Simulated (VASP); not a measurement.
# BaTiO3 (P4mm) in VASP: notebook

Runs on BaTiO3. Level: PBEsol. Tasks: single point.

Everything below comes from runs of VASP 6.6.1. Logs are shortened: lines on timing, memory, paths and dates and some standing lists are left out, and cuts for length are marked.

### Step 1. The cell of the first run

The typed cell holds 5 atoms: a = 3.955 Å, b = 3.955 Å, c = 3.862 Å, α = 90.00°, β = 90.00°, γ = 90.00°.

### Step 2. Single point, PBEsol (strain along c alone, the other axes held: -4.5 %, then relaxed in part)

Input file INCAR:

```
ALGO = Normal
EDIFF = 1E-6
ENCUT = 520
GGA = PS
ISIF = 2
ISMEAR = 0
LASPH = T
LCHARG = F
LREAL = F
LWAVE = F
NBANDS = 28
NELM = 100
PREC = Accurate
SIGMA = 0.02
```

Input file KPOINTS:

```
k-points
0
Gamma
  8 8 8
```

Input file POSCAR:

```
BaTiO3
1.0
    3.9554885124      0.0000000000      0.0000000000
    0.0000000000      3.9554885124      0.0000000000
    0.0000000000      0.0000000000      3.8620578271
Ba Ti O
1 1 3
Direct
    0.5000000000      0.5000000000      0.5721235177
    0.0000000000      0.0000000000      0.0723061126
    0.0000000000      0.5000000000      0.0718483029
    0.5000000000      0.0000000000      0.0718483029
    0.0000000000      0.0000000000      0.5718707536
```

Potentials or basis: VASP PAW PBE potentials, release 64 (Ba_sv, Ti_sv, O).

Run with:

```
cat potpaw_PBE.64/Ba_sv/POTCAR potpaw_PBE.64/Ti_sv/POTCAR potpaw_PBE.64/O/POTCAR > POTCAR
mpirun -np 1 vasp_std > vasp.out
```

OUTCAR:

```text
EDIFF = 1E-6
   ENCUT = 520
   GGA = PS
   ISIF = 2
   ISMEAR = 0
   LASPH = T
   LREAL = F
   NELM = 100
   PREC = Accurate

 ion  position               nearest neighbor table
   1  0.500  0.500  0.572-   3 2.76   4 2.76   4 2.76   3 2.76   3 2.76   4 2.76   4 2.76   3 2.76
                             5 2.80   5 2.80   5 2.80   5 2.80   2 3.40   2 3.40   2 3.40   2 3.40
   2  0.000  0.000  0.072-   5 1.93   5 1.93   3 1.98   4 1.98   3 1.98   4 1.98   1 3.40   1 3.40
                             1 3.40   1 3.40   1 3.40   1 3.40   1 3.40   1 3.40
   3  0.000  0.500  0.072-   2 1.98   2 1.98   1 2.76   1 2.76   1 2.76   1 2.76
   4  0.500  0.000  0.072-   2 1.98   2 1.98   1 2.76   1 2.76   1 2.76   1 2.76
   5  0.000  0.000  0.572-   2 1.93   2 1.93   1 2.80   1 2.80   1 2.80   1 2.80

  LATTYP: Found a simple tetragonal cell.
 ALAT       =     3.9554885124
 C/A-ratio  =     0.9763794826

  Lattice vectors:

 A1 = (   3.9554885124,   0.0000000000,   0.0000000000)
 A2 = (   0.0000000000,   3.9554885124,   0.0000000000)
 A3 = (   0.0000000000,   0.0000000000,   3.8620578271)

Analysis of symmetry for initial positions (statically):
=====================================================================
 Subroutine PRICEL returns:
 Original cell was already a primitive cell.

 Routine SETGRP: Setting up the symmetry group for a
 simple tetragonal supercell.

 Subroutine GETGRP returns: Found  8 space group operations
 (whereof  8 operations were pure point group operations)
 out of a pool of 16 trial point group operations.

The static configuration has the point symmetry C_4v.

Analysis of symmetry for dynamics (positions and initial velocities):
=====================================================================
 Subroutine PRICEL returns:
 Original cell was already a primitive cell.

 Routine SETGRP: Setting up the symmetry group for a
 simple tetragonal supercell.

 Subroutine GETGRP returns: Found  8 space group operations
 (whereof  8 operations were pure point group operations)
 out of a pool of 16 trial point group operations.

The dynamic configuration has the point symmetry C_4v.

 Subroutine INISYM returns: Found  8 space group operations
 (whereof  8 operations are pure point group operations),
 and found     1 'primitive' translations

----------------------------------------------------------------------------------------

                                     Primitive cell

  volume of cell :      60.4253

  direct lattice vectors                    reciprocal lattice vectors
[... 91 lines left out ...]
   ENCUT  =  520.0 eV  38.22 Ry    6.18 a.u.   7.35  7.35  7.18*2*pi/ulx,y,z
   NELM   =    100;   NELMIN=  2; NELMDL= -5     # of ELM steps
   EDIFF  = 0.1E-05   stopping-criterion for ELM
   LREAL  =      F    real-space projection
   EDIFFG = 0.1E-04   stopping-criterion for IOM
   NSW    =      0    number of steps for IOM
   IBRION =     -1    ionic relax: 0-MD 1-quasi-New 2-CG
   NFREE  =      0    steps in history (QN), initial steepest desc. (CG)
   ISIF   =      2    stress and relaxation
   ISYM   =      2    0-nonsym 1-usesym 2-fastsym
   POTIM  = 0.5000    time-step for ionic-motion
   TEBEG  =    0.0;   TEEND  =   0.0 temperature during run
   PSTRESS=    0.0 pullay stress
   NELECT =      40.0000    total number of electrons
   NUPDOWN=      -1.0000    fix difference up-down
   EMIN   =  10.00;   EMAX   =-10.00  energy-range for DOS
   EFERMI =   0.00;   METHOD = LEGACY
   ISMEAR =     0;   SIGMA  =   0.02  broadening in eV -4-tet -1-fermi 0-gaus
   EFERMI_NEDOS =   21; number of points for ismear=-14 and -15
   IALGO  =     38    algorithm
   IMIX   =      4    mixing-type and parameters
     AMIX     =   0.40;   BMIX     =  1.00
     AMIX_MAG =   1.60;   BMIX_MAG =  1.00
  volume/ion in A,a.u.               =      12.09        81.55
  Fermi-wavevector in a.u.,A,eV,Ry     =   1.426774  2.696212 27.697159  2.035684
  Thomas-Fermi vector in A             =   2.547015
   LORBIT       =      0    0 simple, 1 ext, 2 COOP (PROOUT), +10 PAW based schemes
   GGA     = PS    functional components
   LHFCALC =     F    Hartree Fock is set to
   AEXX    =    0.0000 exact exchange contribution
   IVDW    =     0    specifies the selected vdW correction
   LEPSILON=     F    determine dielectric tensor
   LRPA    =     F    only Hartree local field effects (RPA)
 non-spin polarized calculation
 Gauss-broadening in eV      SIGMA  =   0.02
  energy-cutoff  :      520.00
  volume of cell :       60.43
 maximum number of plane-waves:      1651
 NGX is ok and might be reduce to    30
   NGX = 15   NGY = 15   NGZ = 15

 number of electron      39.9999985 magnetization

 Free energy of the ion-electron system (eV)
  ---------------------------------------------------
  ext. energy  EPLUGINS =         0.00000000
  ---------------------------------------------------
  free energy    TOTEN  =       -41.88377569 eV

  energy without entropy =      -41.88377569  energy(sigma->0) =      -41.88377569

 E-fermi :   4.3439     XC(G=0): -11.8330

 val. band max:        4.1884046083   @ k =   0.5000   0.5000   0.5000
 cond. band min:       5.9394657504   @ k =   0.0000   0.0000   0.0000
 fundamental gap:      1.7510611421
 Fermi energy:         4.3438809111

 k-point     1 :       0.0000    0.0000    0.0000
  band No.  band energies     occupation
      1     -51.9499      2.00000
      2     -28.3276      2.00000
      3     -28.3044      2.00000
      4     -28.3044      2.00000
      5     -20.4801      2.00000
      6     -12.8018      2.00000
[... 733 lines left out ...]
     27      12.3266      0.00000
     28      13.2854      0.00000

 [... further k-points ...]
[... 5 lines left out ...]
  --------------------------------------------------------------------------------------
  -------------------------------------------------------------------------------------
  Total        2.6888592      2.6888592      5.0218120      0.0000000     -0.0000000      0.0000000
  in kB       71.2950904     71.2950904    133.1533213      0.0000000     -0.0000000      0.0000000
  external PRESSURE =      91.9145007 kB  Pullay stress =       0.0000000 kB

 VOLUME and BASIS-vectors are now :
 -----------------------------------------------------------------------------
  energy-cutoff  :      520.00
  volume of cell :       60.43
      direct lattice vectors                 reciprocal lattice vectors
     3.955488512  0.000000000  0.000000000     0.252813274  0.000000000  0.000000000
     0.000000000  3.955488512  0.000000000     0.000000000  0.252813274  0.000000000
     0.000000000  0.000000000  3.862057827     0.000000000  0.000000000  0.258929318

 POSITION                                       TOTAL-FORCE (eV/Angst)
 -----------------------------------------------------------------------------------
      1.97774      1.97774      2.20957        -0.000000     -0.000000     -0.001785
      0.00000      0.00000      0.27925         0.000000      0.000000     -0.003074
      0.00000      1.97774      0.27748        -0.000000      0.000000      0.002393
      1.97774      0.00000      0.27748        -0.000000      0.000000      0.002393
      0.00000      0.00000      2.20860        -0.000000      0.000000      0.000071
 -----------------------------------------------------------------------------------
    total drift:                               -0.000000     -0.000000     -0.000324

  FREE ENERGIE OF THE ION-ELECTRON SYSTEM (eV)
  ---------------------------------------------------
  free  energy   TOTEN  =       -41.8837756919 eV

  energy  without entropy=      -41.8837756919  energy(sigma->0) =      -41.88377569
```

OSZICAR:

```text
N       E                     dE             d eps       ncg     rms          rms(c)
DAV:   1     0.420428814374E+03    0.42043E+03   -0.19659E+04  4200   0.153E+03
DAV:   2    -0.738681117752E+01   -0.42782E+03   -0.40554E+03  4708   0.423E+02
DAV:   3    -0.501859152739E+02   -0.42799E+02   -0.42394E+02  5628   0.134E+02
DAV:   4    -0.519586648095E+02   -0.17727E+01   -0.17690E+01  6348   0.244E+01
DAV:   5    -0.519951827953E+02   -0.36518E-01   -0.36505E-01  5608   0.306E+00    0.242E+01
DAV:   6    -0.420012178197E+02    0.99940E+01   -0.50842E+01  5680   0.674E+01    0.986E+00
DAV:   7    -0.419940310692E+02    0.71868E-02   -0.77675E+00  5376   0.201E+01    0.720E+00
DAV:   8    -0.418934033724E+02    0.10063E+00   -0.10063E+00  5172   0.962E+00    0.231E+00
DAV:   9    -0.418958149709E+02   -0.24116E-02   -0.18708E-01  5140   0.310E+00    0.987E-01
DAV:  10    -0.418884842165E+02    0.73308E-02   -0.81775E-02  5436   0.209E+00    0.665E-01
DAV:  11    -0.418845146175E+02    0.39696E-02   -0.30625E-02  6324   0.140E+00    0.206E-01
DAV:  12    -0.418840105230E+02    0.50409E-03   -0.16519E-03  4844   0.372E-01    0.108E-01
DAV:  13    -0.418839501335E+02    0.60389E-04   -0.18574E-04  5572   0.766E-02    0.914E-02
DAV:  14    -0.418837950755E+02    0.15506E-03   -0.74407E-04  5840   0.249E-01    0.796E-02
DAV:  15    -0.418837835631E+02    0.11512E-04   -0.43836E-05  5052   0.456E-02    0.536E-02
DAV:  16    -0.418837766072E+02    0.69558E-05   -0.23637E-05  4756   0.289E-02    0.106E-02
DAV:  17    -0.418837756919E+02    0.91531E-06   -0.40976E-06  4600   0.164E-02
   1 F= -.41883776E+02 E0= -.41883776E+02  d E =-.250521E-30
```

stdout:

```text
POSCAR found type information on POSCAR BaTiO
 POSCAR found :  3 types and       5 ions
 scaLAPACK will be used
 -----------------------------------------------------------------------------
|                                                                             |
|                                                                             |
|     You enforced a specific xc type in the INCAR file but a different       |
|     I HOPE YOU KNOW WHAT YOU ARE DOING!                                     |
|                                                                             |
 -----------------------------------------------------------------------------

 LDA part: xc-table for (Slater+PW92), standard interpolation
 POSCAR, INCAR and KPOINTS ok, starting setup
 FFT: planning ... GRIDC
 FFT: planning ... GRID_SOFT
 FFT: planning ... GRID
 WAVECAR not read
 entering main loop
```

Run time: 2.6 min. Hardware: 1 thread of AMD EPYC 7R43 (Zen 3), shared host; peak memory 0.22 GiB.

What came out:

```
Free energy            : -41.8838 eV
Pressure               : 9.2 GPa
Largest force          : 0.003 eV/Å
Band gap on the k mesh : 1.75 eV (least direct gap 1.83 eV)
```

Forces in eV/Å, atoms in the order of the input:
```
Ba   0.000  0.000 -0.002
Ti   0.000  0.000 -0.003
O    0.000  0.000  0.002
O    0.000  0.000  0.002
O    0.000  0.000  0.000
```

Levels at points of the mesh, in eV from the valence-band top:
```
           k point  band 16  band 17  band 18  band 19  band 20  band 21  band 22  band 23  band 24  band 25
(0.00, 0.00, 0.00)    -1.26    -1.17    -0.12    -0.12    -0.08     1.75     1.80     1.80     4.23     4.40
(0.50, 0.00, 0.00)    -2.10    -1.86    -1.85    -0.74    -0.72     1.98     3.69     3.70     4.39     6.49
(0.50, 0.50, 0.00)    -2.87    -1.71    -1.01    -1.01    -0.18     3.71     3.71     4.12     5.45     8.02
(0.00, 0.00, 0.50)    -2.14    -2.14    -2.04    -0.76    -0.76     1.97     3.92     3.92     4.25     6.61
(0.50, 0.00, 0.50)    -2.98    -1.74    -0.79    -0.78    -0.11     3.71     3.93     4.27     5.18     8.11
(0.50, 0.50, 0.50)    -2.50    -2.24    -0.07     0.00     0.00     4.45     4.58     4.58     6.78     6.92
```

Caveat: the cell differs from its parent crystal (strain along c alone, the other axes held: -4.5 %, then relaxed in part); the stress differs along the axes, from 7 to 13 GPa; the PAW data sets were made with another functional, which shifts forces and pressure a little; spin-orbit coupling is left out, which moves the levels of the heavy elements.

### Step 3. Single point, PBEsol

Input file INCAR:

```
SYSTEM = BaTiO3
ALGO = Normal ; EDIFF = 1E-7
ENCUT = 520 ; GGA = PS
ISIF = 2 ; ISMEAR = 0
LASPH = .TRUE. ; LCHARG = .TRUE.
LELF = .TRUE. ; LREAL = .FALSE.
LVHAR = .TRUE. ; LWAVE = .FALSE.
NBANDS = 28 ; NELM = 80
PREC = Accurate ; SIGMA = 0.02
```

Input file KPOINTS:

```
k-points
0
G
  8 8 8
  0 0 0
```

POSCAR is that of step 2.

Potentials or basis: VASP PAW PBE potentials, release 64 (Ba_sv, Ti_sv, O).

Run with:

```
cat potpaw_PBE.64/Ba_sv/POTCAR potpaw_PBE.64/Ti_sv/POTCAR potpaw_PBE.64/O/POTCAR > POTCAR
mpirun -np 1 vasp_std > vasp.out
```

OUTCAR:

```text
SYSTEM = BaTiO3
   EDIFF = 1E-7
   ENCUT = 520
   GGA = PS
   ISIF = 2
   ISMEAR = 0
   LASPH = .TRUE.
   LREAL = .FALSE.
   NELM = 80
   PREC = Accurate

 ion  position               nearest neighbor table
   1  0.500  0.500  0.572-   3 2.76   4 2.76   4 2.76   3 2.76   3 2.76   4 2.76   4 2.76   3 2.76
                             5 2.80   5 2.80   5 2.80   5 2.80   2 3.40   2 3.40   2 3.40   2 3.40
   2  0.000  0.000  0.072-   5 1.93   5 1.93   3 1.98   4 1.98   3 1.98   4 1.98   1 3.40   1 3.40
                             1 3.40   1 3.40   1 3.40   1 3.40   1 3.40   1 3.40
   3  0.000  0.500  0.072-   2 1.98   2 1.98   1 2.76   1 2.76   1 2.76   1 2.76
   4  0.500  0.000  0.072-   2 1.98   2 1.98   1 2.76   1 2.76   1 2.76   1 2.76
   5  0.000  0.000  0.572-   2 1.93   2 1.93   1 2.80   1 2.80   1 2.80   1 2.80

  LATTYP: Found a simple tetragonal cell.
 ALAT       =     3.9554885124
 C/A-ratio  =     0.9763794826

  Lattice vectors:

 A1 = (   3.9554885124,   0.0000000000,   0.0000000000)
 A2 = (   0.0000000000,   3.9554885124,   0.0000000000)
 A3 = (   0.0000000000,   0.0000000000,   3.8620578271)

Analysis of symmetry for initial positions (statically):
=====================================================================
 Subroutine PRICEL returns:
[... 176 lines left out ...]
  energy without entropy =      -41.88377579  energy(sigma->0) =      -41.88377579

 E-fermi :   4.3438     XC(G=0): -11.8330

 val. band max:        4.1880625378   @ k =   0.5000   0.5000   0.5000
 cond. band min:       5.9392356275   @ k =   0.0000   0.0000   0.0000
 fundamental gap:      1.7511730897
 Fermi energy:         4.3437694373

 k-point     1 :       0.0000    0.0000    0.0000
  band No.  band energies     occupation
      1     -51.9502      2.00000
      2     -28.3280      2.00000
      3     -28.3047      2.00000
      4     -28.3047      2.00000
      5     -20.4800      2.00000
      6     -12.8020      2.00000
[... 733 lines left out ...]
     27      12.3266      0.00000
     28      13.2854      0.00000

 [... further k-points ...]
[... 5 lines left out ...]
  --------------------------------------------------------------------------------------
  -------------------------------------------------------------------------------------
  Total        2.7029187      2.7029187      5.0358461      0.0000000      0.0000000      0.0000000
  in kB       71.6678765     71.6678765    133.5254350      0.0000000      0.0000000      0.0000000
  external PRESSURE =      92.2870627 kB  Pullay stress =       0.0000000 kB

 VOLUME and BASIS-vectors are now :
 -----------------------------------------------------------------------------
  energy-cutoff  :      520.00
  volume of cell :       60.43
      direct lattice vectors                 reciprocal lattice vectors
     3.955488512  0.000000000  0.000000000     0.252813274  0.000000000  0.000000000
     0.000000000  3.955488512  0.000000000     0.000000000  0.252813274  0.000000000
     0.000000000  0.000000000  3.862057827     0.000000000  0.000000000  0.258929318

 POSITION                                       TOTAL-FORCE (eV/Angst)
 -----------------------------------------------------------------------------------
      1.97774      1.97774      2.20957        -0.000000      0.000000     -0.001786
      0.00000      0.00000      0.27925         0.000000     -0.000000     -0.003073
      0.00000      1.97774      0.27748        -0.000000     -0.000000      0.002394
      1.97774      0.00000      0.27748        -0.000000     -0.000000      0.002394
      0.00000      0.00000      2.20860        -0.000000     -0.000000      0.000072
 -----------------------------------------------------------------------------------
    total drift:                               -0.000000     -0.000000     -0.000316

  FREE ENERGIE OF THE ION-ELECTRON SYSTEM (eV)
  ---------------------------------------------------
  free  energy   TOTEN  =       -41.8837757857 eV

  energy  without entropy=      -41.8837757857  energy(sigma->0) =      -41.88377579
```

OSZICAR:

```text
N       E                     dE             d eps       ncg     rms          rms(c)
DAV:   1     0.420428814374E+03    0.42043E+03   -0.19659E+04  4200   0.153E+03
DAV:   2    -0.738681117752E+01   -0.42782E+03   -0.40554E+03  4708   0.423E+02
DAV:   3    -0.501859152739E+02   -0.42799E+02   -0.42394E+02  5628   0.134E+02
DAV:   4    -0.519586648095E+02   -0.17727E+01   -0.17690E+01  6348   0.244E+01
DAV:   5    -0.519951827953E+02   -0.36518E-01   -0.36505E-01  5608   0.306E+00    0.242E+01
DAV:   6    -0.420012178197E+02    0.99940E+01   -0.50842E+01  5680   0.674E+01    0.986E+00
DAV:   7    -0.419940310692E+02    0.71868E-02   -0.77675E+00  5376   0.201E+01    0.720E+00
DAV:   8    -0.418934033724E+02    0.10063E+00   -0.10063E+00  5172   0.962E+00    0.231E+00
DAV:   9    -0.418958149709E+02   -0.24116E-02   -0.18708E-01  5140   0.310E+00    0.987E-01
DAV:  10    -0.418884842165E+02    0.73308E-02   -0.81775E-02  5436   0.209E+00    0.665E-01
DAV:  11    -0.418845146175E+02    0.39696E-02   -0.30625E-02  6324   0.140E+00    0.206E-01
DAV:  12    -0.418840105230E+02    0.50409E-03   -0.16519E-03  4844   0.372E-01    0.108E-01
DAV:  13    -0.418839501335E+02    0.60389E-04   -0.18574E-04  5572   0.766E-02    0.914E-02
DAV:  14    -0.418837950755E+02    0.15506E-03   -0.74407E-04  5840   0.249E-01    0.796E-02
DAV:  15    -0.418837835631E+02    0.11512E-04   -0.43836E-05  5052   0.456E-02    0.536E-02
DAV:  16    -0.418837766072E+02    0.69558E-05   -0.23637E-05  4760   0.289E-02    0.106E-02
DAV:  17    -0.418837757053E+02    0.90194E-06   -0.42308E-06  5900   0.164E-02    0.184E-03
DAV:  18    -0.418837757857E+02   -0.80370E-07   -0.65197E-07  5032   0.507E-03
   1 F= -.41883776E+02 E0= -.41883776E+02  d E =-.209379E-30
```

It took 2.6 min on 1 thread of AMD EPYC 7R43 (Zen 3), shared host; peak memory 0.21 GiB.

What came out:

```yaml
Free_energy: -41.8838 eV
Pressure: 9.2 GPa
Largest_force: 0.003 eV/Å
Band_gap_on_the_k_mesh: 1.75 eV (least direct gap 1.83 eV)
```

Forces on the atoms (eV/Å):
```
Ba   0.000  0.000 -0.002
Ti   0.000  0.000 -0.003
O    0.000  0.000  0.002
O    0.000  0.000  0.002
O    0.000  0.000  0.000
```

Caveat: the stress differs along the axes, from 7 to 13 GPa; the PAW data sets were made with another functional, which shifts forces and pressure a little; spin-orbit coupling is left out, which moves the levels of the heavy elements.

[end of part 1 of 2]
